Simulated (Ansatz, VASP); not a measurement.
Given: the input of a run of Ansatz 0.2.0 on ZnO.

File input.yaml:

```yaml
crystal:
  lattice:
    - [3.249308, 0.0, 0.0]
    - [-1.624654, 2.8139832727, 0.0]
    - [0.0, 0.0, 5.205709]
  atoms:
    - { symbol: Zn, position: [0.6666666667, 0.3333333333, 0.0] }
    - { symbol: Zn, position: [0.3333333333, 0.6666666667, 0.5] }
    - { symbol: O, position: [0.3333333333, 0.6666666667, 0.87901] }
    - { symbol: O, position: [0.6666666667, 0.3333333333, 0.37901] }
hamiltonian:
  xc: pbe0
  pseudopotentials: { kind: paw }
kpoints:
  mp_grid: { grid: [5, 5, 3] }
scf:
  occupations: { method: fermi_dirac, width: 0.05 }
output:
  forces: true
  stress: true
relax:
  f_tol: 0.01
  max_steps: 40
  cell: { stress_tol: 0.05 }
```

Potentials or basis: Ansatz PAW.

The run is started by

```bash
$ ansatz run input.yaml --threads 2 --pin off --max-ram 5632MiB --backend cpu --events-out ev --progress --plain --runs-dir out
```

Problem. Set up the same calculation for VASP 6.6.1. Potentials there: VASP PAW PBE potentials, release 64 (Zn, O).

Solution. As run (the cutoff follows the program's own potentials):

POSCAR

```
ZnO
1.0
    3.2493080000      0.0000000000      0.0000000000
   -1.6246540000      2.8139832727      0.0000000000
    0.0000000000      0.0000000000      5.2057090000
Zn O
2 2
Direct
    0.6666666667      0.3333333333      0.0000000000
    0.3333333333      0.6666666667      0.5000000000
    0.3333333333      0.6666666667      0.8790100000
    0.6666666667      0.3333333333      0.3790100000
```

INCAR.step1

```
SYSTEM = ZnO
PREC = Accurate ; ENCUT = 600
EDIFF = 1E-5 ; ISMEAR = -1
SIGMA = 0.05 ; LREAL = .FALSE.
LASPH = .TRUE. ; NELM = 100
ALGO = Normal ; LWAVE = .TRUE.
LCHARG = .FALSE. ; GGA = PE
NBANDS = 26
```

Contents of INCAR.step2:

```
SYSTEM = ZnO
PREC = Accurate ; ENCUT = 600
EDIFF = 1E-7 ; ISMEAR = -1
SIGMA = 0.05 ; LREAL = .FALSE.
LASPH = .TRUE. ; NELM = 100
ALGO = Normal ; ISIF = 3
LWAVE = .FALSE. ; LCHARG = .FALSE.
GGA = PE ; LHFCALC = .TRUE.
AEXX = 0.25 ; PRECFOCK = Normal
IBRION = 2 ; NSW = 60
EDIFFG = -0.01 ; ISTART = 1
```

File KPOINTS:

```
regular mesh
0
G
  5 5 3
  0 0 0
```

Potentials or basis: VASP PAW PBE potentials, release 64 (Zn, O).

Launch:

```sh
$ cat potpaw_PBE.64/Zn/POTCAR potpaw_PBE.64/O/POTCAR > POTCAR
$ cp INCAR.step1 INCAR
$ mpirun -np 1 vasp_std > vasp.out
$ cp INCAR.step2 INCAR
$ mpirun -np 1 vasp_std > vasp.out
```

Both were run:

|  | VASP | Ansatz | Ansatz less VASP |
| --- | --- | --- | --- |
| gap on the k mesh at the Fermi level, each at its own relaxed structure (eV) | 3.19 | 3.21 | +0.030 |
| relaxed volume (Å³/atom) | 12.00 | 11.92 | -0.076 |
| relaxed cell length with the largest relative difference (Å) | 5.234 | 5.218 | -0.0156 |

The k mesh is coarse, so the values compare programs but aren't converged. Noted on Ansatz's run: odd divisions of the mesh miss points on the zone boundary, where band edges often lie, so the gap on the mesh can be too wide; the plane-wave basis is chosen anew once the cell has moved, so the energies of steps on either side of that aren't comparable.
